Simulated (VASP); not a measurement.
# InSb3 (Fm-3m) in VASP: further runs

Runs on InSb3. Level: PBEsol+D3(BJ). Tasks: single point, relaxation of cell and atoms.

Program: VASP 6.6.1. These are calculated values, not measurements. Logs are shortened: lines on timing, memory, paths and dates and some standing lists are left out, and cuts for length are marked.

## Step 1: The cell of the first run

It takes space group Fm-3m (No. 225, cubic). The conventional cell has a = 7.324 Å, b = 7.324 Å, c = 7.324 Å, α = 90.00°, β = 90.00°, γ = 90.00°. In (site symmetry m-3m) has 14 Sb at 3.17 to 3.66 Å within 4.2 Å. Sb (site symmetry -43m) has 4 In at 3.17 Å and 10 Sb at 3.17 to 3.66 Å within 4.2 Å. Sb (site symmetry m-3m) has 8 Sb at 3.17 Å and 6 In at 3.66 Å within 4.2 Å.

## Step 2: Single point, PBEsol+D3(BJ)

File INCAR:

```
ALGO = Normal ; EDIFF = 1E-6
ENCUT = 520 ; GGA = PS
ISIF = 2 ; ISMEAR = 0
IVDW = 12 ; LASPH = T
LCHARG = F ; LREAL = F
LWAVE = F ; NBANDS = 22
NELM = 100 ; PREC = Accurate
SIGMA = 0.15
```

File KPOINTS:

```
k-points
0
Gamma
  12 12 12
```

File POSCAR:

```
InSb3
1.0
    0.0000000000      3.6620664019      3.6620664019
    3.6620664019      0.0000000000      3.6620664019
    3.6620664019      3.6620664019      0.0000000000
In Sb
1 3
Direct
    0.0000000000      0.0000000000      0.0000000000
    0.2500000000      0.2500000000      0.2500000000
    0.7500000000      0.7500000000      0.7500000000
    0.5000000000      0.5000000000      0.5000000000
```

Potentials or basis: VASP PAW PBE potentials, release 64 (In_d, Sb).

Launch:

```bash
$ cat potpaw_PBE.64/In_d/POTCAR potpaw_PBE.64/Sb/POTCAR > POTCAR
$ mpirun -np 1 vasp_std > vasp.out
```

OUTCAR:

```text
EDIFF = 1E-6
   ENCUT = 520
   GGA = PS
   ISIF = 2
   ISMEAR = 0
   IVDW = 12
   LASPH = T
   LREAL = F
   NELM = 100
   PREC = Accurate
 IVDW          = 12

 ion  position               nearest neighbor table
   1  0.000  0.000  0.000-   3 3.17   3 3.17   3 3.17   2 3.17   2 3.17   2 3.17   3 3.17   2 3.17
                             4 3.66   4 3.66   4 3.66   4 3.66   4 3.66   4 3.66
   2  0.250  0.250  0.250-   1 3.17   1 3.17   1 3.17   4 3.17   4 3.17   4 3.17   4 3.17   1 3.17
                             3 3.66   3 3.66   3 3.66   3 3.66   3 3.66   3 3.66
   3  0.750  0.750  0.750-   4 3.17   4 3.17   4 3.17   1 3.17   1 3.17   1 3.17   4 3.17   1 3.17
                             2 3.66   2 3.66   2 3.66   2 3.66   2 3.66   2 3.66
   4  0.500  0.500  0.500-   2 3.17   2 3.17   2 3.17   3 3.17   3 3.17   3 3.17   3 3.17   2 3.17
                             1 3.66   1 3.66   1 3.66   1 3.66   1 3.66   1 3.66

  LATTYP: Found a face centered cubic cell.
 ALAT       =     7.3241328038

  Lattice vectors:

 A1 = (   0.0000000000,   3.6620664019,   3.6620664019)
 A2 = (   3.6620664019,   0.0000000000,   3.6620664019)
 A3 = (   3.6620664019,   3.6620664019,   0.0000000000)

Analysis of symmetry for initial positions (statically):
=====================================================================
 Subroutine PRICEL returns:
 Original cell was already a primitive cell.

 Routine SETGRP: Setting up the symmetry group for a
 face centered cubic supercell.

 Subroutine GETGRP returns: Found 48 space group operations
 (whereof 48 operations were pure point group operations)
 out of a pool of 48 trial point group operations.

The static configuration has the point symmetry O_h .

Analysis of symmetry for dynamics (positions and initial velocities):
=====================================================================
 Subroutine PRICEL returns:
 Original cell was already a primitive cell.

 Routine SETGRP: Setting up the symmetry group for a
 face centered cubic supercell.

 Subroutine GETGRP returns: Found 48 space group operations
 (whereof 48 operations were pure point group operations)
 out of a pool of 48 trial point group operations.

The dynamic configuration has the point symmetry O_h .

 Subroutine INISYM returns: Found 48 space group operations
 (whereof 48 operations are pure point group operations),
 and found     1 'primitive' translations

----------------------------------------------------------------------------------------

                                     Primitive cell

  volume of cell :      98.2220

  direct lattice vectors                    reciprocal lattice vectors
     0.000000000  3.662066402  3.662066402    -0.136534936  0.136534936  0.136534936
     3.662066402  0.000000000  3.662066402     0.136534936 -0.136534936  0.136534936
     3.662066402  3.662066402  0.000000000     0.136534936  0.136534936 -0.136534936

  length of vectors
     5.178943972  5.178943972  5.178943972     0.236485445  0.236485445  0.236485445

  position of ions in fractional coordinates (direct lattice)
     0.000000000  0.000000000  0.000000000
     0.250000000  0.250000000  0.250000000
     0.750000000  0.750000000  0.750000000
     0.500000000  0.500000000  0.500000000

  ion indices of the primitive-cell ions
   primitive index   ion index
                 1           1
                 2           2
                 3           3
                 4           4

----------------------------------------------------------------------------------------

 KPOINTS: k-points

Automatic generation of k-mesh.
 Grid dimensions read from file:
 generate k-points for:   12   12   12

 Generating k-lattice:

  Cartesian coordinates                     Fractional coordinates (reciprocal lattice)
    -0.011377911  0.011377911  0.011377911     0.083333333  0.000000000  0.000000000
     0.011377911 -0.011377911  0.011377911     0.000000000  0.083333333  0.000000000
     0.011377911  0.011377911 -0.011377911     0.000000000  0.000000000  0.083333333

  Length of vectors
     0.019707120  0.019707120  0.019707120

  Shift w.r.t. Gamma in fractional coordinates (k-lattice)
     0.000000000  0.000000000  0.000000000

 Subroutine IBZKPT returns following result:
 ===========================================

 Found     72 irreducible k-points:

 Following reciprocal coordinates:
            Coordinates               Weight
  0.000000  0.000000  0.000000      1.000000
  0.083333  0.000000  0.000000      8.000000
  0.166667  0.000000  0.000000      8.000000
  0.250000  0.000000  0.000000      8.000000
  0.333333  0.000000  0.000000      8.000000
  0.416667  0.000000  0.000000      8.000000
[... 16 lines left out ...]
  0.500000  0.166667  0.000000     24.000000
 -0.416667  0.166667  0.000000     24.000000
 [... further k-points ...]
   k-points           NKPTS =     72   k-points in BZ     NKDIM =     72   number of bands    NBANDS=     22
   number of dos      NEDOS =    301   number of ions     NIONS =      4
   total plane-waves  NPLWV =  64000
   dimension x,y,z NGX =    40 NGY =   40 NGZ =   40
   dimension x,y,z NGXF=    80 NGYF=   80 NGZF=   80
   ions per type =               1   3
   NGX,Y,Z   is equivalent  to a cutoff of  12.84, 12.84, 12.84 a.u.
   NGXF,Y,Z  is equivalent  to a cutoff of  25.68, 25.68, 25.68 a.u.
 SYSTEM =  unknown system
   PREC   = accura    normal or accurate (medium, high low for compatibility)
   ISTART =      0    job   : 0-new  1-cont  2-samecut
   ICHARG =      2    charge: 1-file 2-atom 10-const
   ISPIN  =      1    spin polarized calculation?
   LNONCOLLINEAR =      F non collinear calculations
   LSORBIT =      F    spin-orbit coupling
   LASPH  =      T    aspherical Exc in radial PAW
   ENCUT  =  520.0 eV  38.22 Ry    6.18 a.u.   9.63  9.63  9.63*2*pi/ulx,y,z
   NELM   =    100;   NELMIN=  2; NELMDL= -5     # of ELM steps
   EDIFF  = 0.1E-05   stopping-criterion for ELM
   LREAL  =      F    real-space projection
   EDIFFG = 0.1E-04   stopping-criterion for IOM
   NSW    =      0    number of steps for IOM
   IBRION =     -1    ionic relax: 0-MD 1-quasi-New 2-CG
   NFREE  =      0    steps in history (QN), initial steepest desc. (CG)
   ISIF   =      2    stress and relaxation
   ISYM   =      2    0-nonsym 1-usesym 2-fastsym
   POTIM  = 0.5000    time-step for ionic-motion
   TEBEG  =    0.0;   TEEND  =   0.0 temperature during run
   PSTRESS=    0.0 pullay stress
   NELECT =      28.0000    total number of electrons
   NUPDOWN=      -1.0000    fix difference up-down
   EMIN   =  10.00;   EMAX   =-10.00  energy-range for DOS
   EFERMI =   0.00;   METHOD = LEGACY
   ISMEAR =     0;   SIGMA  =   0.15  broadening in eV -4-tet -1-fermi 0-gaus
   EFERMI_NEDOS =   21; number of points for ismear=-14 and -15
   IALGO  =     38    algorithm
   IMIX   =      4    mixing-type and parameters
     AMIX     =   0.40;   BMIX     =  1.00
     AMIX_MAG =   1.60;   BMIX_MAG =  1.00
  volume/ion in A,a.u.               =      24.56       165.71
  Fermi-wavevector in a.u.,A,eV,Ry     =   1.077436  2.036058 15.794559  1.160867
  Thomas-Fermi vector in A             =   2.213347
   LORBIT       =      0    0 simple, 1 ext, 2 COOP (PROOUT), +10 PAW based schemes
   GGA     = PS    functional components
   LHFCALC =     F    Hartree Fock is set to
   AEXX    =    0.0000 exact exchange contribution
   IVDW    =    12    specifies the selected vdW correction
   LEPSILON=     F    determine dielectric tensor
   LRPA    =     F    only Hartree local field effects (RPA)
 non-spin polarized calculation
 Gauss-broadening in eV      SIGMA  =   0.15
  energy-cutoff  :      520.00
  volume of cell :       98.22
 maximum number of plane-waves:      2688
   NGX = 19   NGY = 19   NGZ = 19

 number of electron      28.0000004 magnetization

 Free energy of the ion-electron system (eV)
  ---------------------------------------------------
  ext. energy  EPLUGINS =         0.00000000
  ---------------------------------------------------
  free energy    TOTEN  =       -16.09579878 eV

  energy without entropy =      -16.07255049  energy(sigma->0) =      -16.08417464

 E-fermi :   9.1267     XC(G=0): -10.7306

 val. band max:        9.0782294531   @ k =   0.4167   0.2500   0.0000
 cond. band min:       9.1367736084   @ k =   0.5000   0.3333   0.0833
 fundamental gap:      0.0585441553
 Fermi energy:         9.1267470388

 k-point     1 :       0.0000    0.0000    0.0000
  band No.  band energies     occupation
      1      -5.3227      2.00000
      2      -5.3227      2.00000
      3      -5.3227      2.00000
      4      -5.2759      2.00000
      5      -5.2759      2.00000
      6      -3.8507      2.00000
[... 14 lines left out ...]
     21      16.8185      0.00000
     22      16.8185      0.00000

 k-point     2 :       0.0833    0.0000    0.0000
  band No.  band energies     occupation
      1      -5.3243      2.00000
      2      -5.3220      2.00000
      3      -5.3220      2.00000
      4      -5.2762      2.00000
      5      -5.2762      2.00000
      6      -3.7933      2.00000
[... 14 lines left out ...]
     21      16.2381      0.00000
     22      16.6629      0.00000

 k-point     3 :       0.1667    0.0000    0.0000
  band No.  band energies     occupation
      1      -5.3290      2.00000
      2      -5.3201      2.00000
      3      -5.3201      2.00000
      4      -5.2768      2.00000
      5      -5.2768      2.00000
      6      -3.6213      2.00000
[... 14 lines left out ...]
     21      14.9969      0.00000
     22      16.1285      0.00000
[... 476 lines left out ...]
 k-point    23 :       0.5000    0.1667    0.0000
  band No.  band energies     occupation
      1      -5.3465      2.00000
      2      -5.3191      2.00000
      3      -5.3105      2.00000
      4      -5.2846      2.00000
      5      -5.2766      2.00000
      6      -2.1314      2.00000
[... 14 lines left out ...]
     21      15.0463      0.00000
     22      16.2340      0.00000

 k-point    24 :      -0.4167    0.1667    0.0000
  band No.  band energies     occupation
      1      -5.3454      2.00000
      2      -5.3206      2.00000
      3      -5.3108      2.00000
      4      -5.2830      2.00000
      5      -5.2781      2.00000
      6      -2.0116      2.00000
[... 14 lines left out ...]
     21      15.0034      0.00000
     22      17.4838      0.00000

 [... further k-points ...]

------------------------ aborting loop because EDIFF is reached ----------------------------------------

 Edisp (eV)   -2.04498

 E8    (eV) :    -1.4209

  FORCE on cell =-STRESS in cart. coord.  units (eV):
  Direction    XX          YY          ZZ          XY          YZ          ZX
  --------------------------------------------------------------------------------------
  -------------------------------------------------------------------------------------
  Total       0.19918     0.19918     0.19918     0.00000    -0.00000    -0.00000
  in kB       3.24899     3.24899     3.24899     0.00000    -0.00000    -0.00000
  external pressure =        3.25 kB  Pullay stress =        0.00 kB

 VOLUME and BASIS-vectors are now :
 -----------------------------------------------------------------------------
  energy-cutoff  :      520.00
  volume of cell :       98.22
      direct lattice vectors                 reciprocal lattice vectors
     0.000000000  3.662066402  3.662066402    -0.136534936  0.136534936  0.136534936
     3.662066402  0.000000000  3.662066402     0.136534936 -0.136534936  0.136534936
     3.662066402  3.662066402  0.000000000     0.136534936  0.136534936 -0.136534936

 POSITION                                       TOTAL-FORCE (eV/Angst)
 -----------------------------------------------------------------------------------
      0.00000      0.00000      0.00000         0.000000      0.000000     -0.000000
      1.83103      1.83103      1.83103         0.000000      0.000000      0.000000
      5.49310      5.49310      5.49310        -0.000000     -0.000000     -0.000000
      3.66207      3.66207      3.66207         0.000000      0.000000     -0.000000
 -----------------------------------------------------------------------------------
    total drift:                               -0.000000      0.000000      0.000000

  FREE ENERGIE OF THE ION-ELECTRON SYSTEM (eV)
  ---------------------------------------------------
  free  energy   TOTEN  =       -18.1407779414 eV

  energy  without entropy=      -18.1175296466  energy(sigma->0) =      -18.12915379
```

Run time: 56 s. Hardware: 1 thread of Intel Xeon 6975P-C (Granite Rapids), shared host; peak memory 0.34 GiB.

Results:

| Item | Value |
| --- | --- |
| Free energy | -18.1408 eV |
| Pressure | 0.3 GPa |
| Band gap on the k mesh | zero (bands 14 and 15 overlap by 3.33 eV) |
| Dispersion energy per atom | -0.511 eV |

Levels at points of the mesh, in eV from the Fermi level:
```tsv
k point	band 11	band 12	band 13	band 14	band 15	band 16	band 17	band 18
(0.00, 0.00, 0.00)	-2.72	-2.62	-2.62	-2.62	-1.85	-0.81	-0.81	-0.81
(0.50, 0.00, 0.00)	-3.75	-2.92	-2.92	0.04	0.21	2.17	2.17	3.16
(0.50, 0.50, 0.00)	-5.61	0.77	1.13	1.13	1.78	2.05	2.05	2.08
```

Caveat: the PAW data sets were made with another functional, which shifts forces and pressure a little; spin-orbit coupling is left out, which moves the levels of the heavy elements.

## Step 3: Single point, PBEsol+D3(BJ)

File INCAR:

```
SYSTEM = InSb3
PREC = Accurate
ENCUT = 520
EDIFF = 1E-7
ISMEAR = 0
SIGMA = 0.1
LREAL = .FALSE.
LASPH = .TRUE.
NELM = 60
ALGO = Normal
ISIF = 2
LWAVE = .FALSE.
LCHARG = .TRUE.
GGA = PS
IVDW = 12
LELF = .TRUE.
LVHAR = .TRUE.
NBANDS = 22
```

File KPOINTS:

```
regular mesh
0
G
  10 10 10
  0 0 0
```

POSCAR is that of step 2.

Potentials or basis: VASP PAW PBE potentials, release 64 (In_d, Sb).

Launch:

```bash
$ cat potpaw_PBE.64/In_d/POTCAR potpaw_PBE.64/Sb/POTCAR > POTCAR
$ mpirun -np 1 vasp_std > vasp.out
```

It took 50 s on 1 thread of Intel Xeon 6975P-C (Granite Rapids), shared host; peak memory 0.3 GiB.

Results (log left out):

* Free energy: -18.1573 eV
* Pressure: 0.0 GPa
* Band gap on the k mesh: zero (bands 14 and 15 overlap by 3.19 eV)
* Dispersion energy per atom: -0.511 eV

Levels at points of the mesh, in eV from the Fermi level:
```csv
k point,band 12,band 13,band 14,band 15,band 16,band 17
"(0.00, 0.00, 0.00)",-2.64,-2.64,-2.64,-1.87,-0.84,-0.84
"(0.50, 0.00, 0.00)",-2.96,-2.96,0.01,0.19,2.15,2.15
"(0.50, 0.50, 0.00)",0.75,1.09,1.09,1.75,2.03,2.03
```

Caveat: the PAW data sets were made with another functional, which shifts forces and pressure a little; spin-orbit coupling is left out, which moves the levels of the heavy elements.

## Step 4: Relaxation of cell and atoms, PBEsol+D3(BJ)

This run uses another cell than the first one, of 27.32 Å³/atom.

File INCAR:

```
  ALGO = Normal
  EDIFF = 1E-6
  EDIFFG = -0.005
  ENCUT = 600
  GGA = PS
  IBRION = 2
  ISIF = 3
  ISMEAR = 0
  IVDW = 12
  LASPH = True
  LCHARG = False
  LREAL = False
  LWAVE = False
  NELM = 60
  NSW = 100
  PREC = Accurate
  SIGMA = 0.1
```

File KPOINTS:

```
k-points
0
Gamma
  10 10 10
```

File POSCAR:

```
InSb3
1.0
    0.0000000000      3.7945550000      3.7945550000
    3.7945550000      0.0000000000      3.7945550000
    3.7945550000      3.7945550000      0.0000000000
In Sb
1 3
Direct
    0.0000000000      0.0000000000      0.0000000000
    0.2500000000      0.2500000000      0.2500000000
    0.7500000000      0.7500000000      0.7500000000
    0.5000000000      0.5000000000      0.5000000000
```

Launch:

```bash
$ cat potpaw_PBE.64/In_d/POTCAR potpaw_PBE.64/Sb/POTCAR > POTCAR
$ mpirun -np 1 vasp_std > vasp.out
```

Wall time 2.3 min (1 thread of Intel Xeon 6975P-C (Granite Rapids), shared host); peak memory 0.4 GiB.

Results (log left out):

- Free energy: -18.1581 eV
- Relaxed volume: 24.58 Å³/atom
- Relaxed cell: a = 5.180 Å, b = 5.180 Å, c = 5.180 Å, α = 60.00°, β = 60.00°, γ = 60.00°
- Space group after relaxing (to 0.1 Å): Fm-3m (No. 225)
- Energy gained by relaxing: 56.1 meV/atom
- Ionic steps: 3
- Pressure after relaxing: 0.0 GPa
- Dispersion energy per atom: -0.511 eV

The path:
| step | energy change (eV) | largest force (eV/Å) | pressure (GPa) | volume (Å³) |
| --- | --- | --- | --- | --- |
| 1 | 0.0000 | 0.0000 | -5.91 | 109.27 |
| 2 | -0.1808 | 0.0000 | 3.51 | 94.11 |
| 3 | -0.2245 | 0.0000 | 0.01 | 98.30 |

Final structure:
```xyz
4
Lattice="0.0000 3.6631 3.6631 3.6631 0.0000 3.6631 3.6631 3.6631 0.0000" Properties=species:S:1:pos:R:3 pbc="T T T"
In    0.0000    0.0000    0.0000
Sb    1.8315    1.8315    1.8315
Sb    5.4946    5.4946    5.4946
Sb    3.6631    3.6631    3.6631
```

Levels at points of the mesh, in eV from the Fermi level:
| k point | band 12 | band 13 | band 14 | band 15 | band 16 | band 17 |
| --- | --- | --- | --- | --- | --- | --- |
| (0.00, 0.00, 0.00) | -2.64 | -2.64 | -2.64 | -1.88 | -0.84 | -0.84 |
| (0.50, 0.00, 0.00) | -2.95 | -2.95 | 0.00 | 0.19 | 2.14 | 2.14 |
| (0.50, 0.50, 0.00) | 0.74 | 1.08 | 1.08 | 1.74 | 2.03 | 2.03 |

Caveat: the highest band is partly filled, so the run has too few bands; the PAW data sets were made with another functional, which shifts forces and pressure a little; spin-orbit coupling is left out, which moves the levels of the heavy elements.

## Step 5: Relaxation of cell and atoms, PBEsol+D3(BJ)

File INCAR:

```
ALGO     = Normal         # electronic algorithm
EDIFF    = 1E-6           # SCF threshold, eV
EDIFFG   = -0.005         # ionic threshold
ENCUT    = 600            # plane-wave cutoff, eV
GGA      = PS             # functional
IBRION   = 2              # ionic algorithm
ISIF     = 3              # what is computed and relaxed
ISMEAR   = 0              # smearing method
IVDW     = 12             # dispersion correction
LASPH    = T              # aspherical terms in the spheres
LCHARG   = F              # write CHGCAR
LREAL    = F              # projectors in reciprocal space
LWAVE    = F              # write WAVECAR
NELM     = 60             # most SCF steps
NSW      = 100            # ionic steps
PREC     = Accurate       # precision mode
SIGMA    = 0.1            # smearing width, eV
```

KPOINTS is that of step 4.

File POSCAR:

```
InSb3
1.0
    0.0000000000      3.6620664019      3.6620664019
    3.6620664019      0.0000000000      3.6620664019
    3.6620664019      3.6620664019      0.0000000000
In Sb
1 3
Direct
    0.0000000000      0.0000000000      0.0000000000
    0.2500000000      0.2500000000      0.2500000000
    0.7500000000      0.7500000000      0.7500000000
    0.5000000000      0.5000000000      0.5000000000
```

Launch:

```bash
$ cat potpaw_PBE.64/In_d/POTCAR potpaw_PBE.64/Sb/POTCAR > POTCAR
$ mpirun -np 1 vasp_std > vasp.out
```

Wall time 71 s (1 thread of Intel Xeon 6975P-C (Granite Rapids), shared host); peak memory 0.32 GiB.

The run converged. Its results:

| Property | Result |
| --- | --- |
| Free energy | -18.1577 eV |
| Relaxed volume | 24.58 Å³/atom |
| Relaxed cell | a = 5.181 Å, b = 5.181 Å, c = 5.181 Å, α = 60.00°, β = 60.00°, γ = 60.00° |
| Space group after relaxing (to 0.1 Å) | Fm-3m (No. 225) |
| Energy gained by relaxing | 0.0 meV/atom |
| Ionic steps | 2 |
| Pressure after relaxing | 0.0 GPa |
| Dispersion energy per atom | -0.511 eV |

Final structure:
```
In Sb
1.0
     0.00000    3.66319    3.66319
     3.66319    0.00000    3.66319
     3.66319    3.66319    0.00000
In Sb
1 3
Cartesian
  3.6632 3.6632 0.0000
  1.8316 1.8316 1.8316
  5.4948 5.4948 5.4948
  3.6632 3.6632 3.6632
```

Levels at points of the mesh, in eV from the Fermi level:
| k point | band 11 | band 12 | band 13 | band 14 | band 15 | band 16 | band 17 | band 18 |
| --- | --- | --- | --- | --- | --- | --- | --- | --- |
| (0.00, 0.00, 0.00) | -2.75 | -2.64 | -2.64 | -2.64 | -1.88 | -0.84 | -0.84 | -0.84 |
| (0.50, 0.00, 0.00) | -3.78 | -2.95 | -2.95 | 0.00 | 0.19 | 2.14 | 2.14 | 3.13 |
| (0.50, 0.50, 0.00) | -5.64 | 0.74 | 1.08 | 1.08 | 1.74 | 2.03 | 2.03 | 2.03 |

Caveat: the highest band is partly filled, so the run has too few bands; the PAW data sets were made with another functional, which shifts forces and pressure a little; spin-orbit coupling is left out, which moves the levels of the heavy elements.

(Continued in part 2 of 2.)
